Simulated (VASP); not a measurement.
Here is a VASP 6.6.1 calculation.

File INCAR:

```
ALGO = Fast
EDIFF = 1E-6
EDIFFG = -0.04
ENCUT = 600
GGA = PE
IBRION = 2
ISIF = 3
ISMEAR = 0
LASPH = True
LCHARG = False
LREAL = False
LWAVE = False
NELM = 60
NSW = 90
PREC = Accurate
SIGMA = 0.1
```

File KPOINTS:

```
k-points
0
Gamma
  6 6 2
```

The input POSCAR:

```
In2SnTe2
1.0
    4.5123939900      0.0000000000      0.0000000000
   -2.2561970000      3.9078478300      0.0000000000
    0.0000000000      0.0000000000      7.9794181900
In Sn Te
2 1 2
Direct
    0.6666666700      0.3333333300      0.6167762900
    0.3333333300      0.6666666700      0.3832237100
    0.0000000000      0.0000000000      0.0000000000
    0.6666666700      0.3333333300      0.2785192100
    0.3333333300      0.6666666700      0.7214807900
```

Potentials or basis: VASP PAW PBE potentials, release 64 (In_d, Sn_d, Te).

Launch:

```sh
$ cat potpaw_PBE.64/In_d/POTCAR potpaw_PBE.64/Sn_d/POTCAR potpaw_PBE.64/Te/POTCAR > POTCAR
$ mpirun -np 1 vasp_std > vasp.out
```

Q: What does it give for the relaxed volume?

A: 33.63 Å³/atom.

Q: Predict the space group after relaxing (to 0.1 Å).

A: P-3m1 (No. 164).

Forces in eV/Å, atoms in the order of the input:
```
In   0.000  0.000  0.003
In   0.000  0.000 -0.003
Sn   0.000  0.000  0.000
Te   0.000  0.000 -0.010
Te   0.000  0.000  0.010
```

Caveat: the k points lie up to 0.32 Å⁻¹ apart in the final cell, too coarse for converged energies and pressures of a metal; the volume moved by over 15 % at a fixed basis, so the end points are rough.
